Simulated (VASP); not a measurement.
A run of VASP 6.6.1 is set up as follows.

Contents of INCAR:

```
PREC = Accurate
ENCUT = 520
EDIFF = 1E-6
ISMEAR = -1
SIGMA = 0.1
LREAL = F
LASPH = T
NELM = 150
ALGO = Normal
ISIF = 2
LWAVE = F
LCHARG = F
ISPIN = 2
MAGMOM = 1.64
LORBIT = 11
NUPDOWN = 1.64
LMAXMIX = 4
GGA = PE
NBANDS = 15
```

The input KPOINTS:

```
regular mesh
0
Gamma
  14 14 14
```

Contents of POSCAR:

```
Ni
1.0
    0.0000000000      1.7597000000      1.7597000000
    1.7597000000      0.0000000000      1.7597000000
    1.7597000000      1.7597000000      0.0000000000
Ni
1
Direct
    0.0000000000      0.0000000000      0.0000000000
```

Potentials or basis: VASP PAW PBE potentials, release 64 (Ni).

Command:

```sh
$ cat potpaw_PBE.64/Ni/POTCAR > POTCAR
$ mpirun -np 1 vasp_std > vasp.out
```

(1) Estimate the pressure.

## Answers

(1) 15.1 GPa.

Caveat: the total moment is fixed, so each spin has its own Fermi level.
